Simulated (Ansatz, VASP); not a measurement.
KCl in VASP and in Ansatz

INCAR

```
PREC = Accurate
ENCUT = 520
EDIFF = 1E-6
ISMEAR = 0
SIGMA = 0.02
LREAL = F
LASPH = T
NELM = 100
ALGO = Normal
ISIF = 2
LWAVE = F
LCHARG = F
GGA = PE
NBANDS = 15
```

File KPOINTS:

```
regular mesh
0
Gamma
  6 6 6
```

File POSCAR:

```
KCl
1.0
    0.0000000000      3.1912589540      3.1912589540
    3.1912589540      0.0000000000      3.1912589540
    3.1912589540      3.1912589540      0.0000000000
K Cl
1 1
Direct
    0.0000000000      0.0000000000      0.0000000000
    0.5000000000      0.5000000000      0.5000000000
```

Input for Ansatz:

```yaml
crystal:
  lattice:
    - [0.0, 3.191258954, 3.191258954]
    - [3.191258954, 0.0, 3.191258954]
    - [3.191258954, 3.191258954, 0.0]
  atoms:
    - { symbol: K, position: [0.0, 0.0, 0.0] }
    - { symbol: Cl, position: [0.5, 0.5, 0.5] }
basis:
  ecutwfc: 420
kpoints:
  mp_grid: { grid: [6, 6, 6] }
hamiltonian:
  xc: pbe
scf:
  occupations: { method: gaussian, width: 0.02 }
output:
  forces: true
  stress: true
  eigenvalues: true
  populations: true
```

Alike in both runs: task single point; functional PBE; k mesh 6 × 6 × 6; occupations gaussian, width 0.02 eV; no spin polarisation.

|  | VASP | Ansatz |
| --- | --- | --- |
| version | VASP 6.6.1 | Ansatz 0.2.0 |
| potentials or method | VASP PAW PBE potentials, release 64 (K_sv, Cl), cutoff 520 eV | scalar-relativistic, plane waves, PAW |
| valence electrons in the cell | 16 | 16 |

VASP gave:

```
gap on the k mesh at the Fermi level (eV) : 5.04
least direct gap on the mesh (eV)         : 5.04
pressure (GPa)                            : 0.0
```

Which values does Ansatz return?

gap on the k mesh at the Fermi level (eV): 5.05; least direct gap on the mesh (eV): 5.05; pressure (GPa): 0.0.

The functional is the same, so the differences come from potentials, cutoffs and numerics.
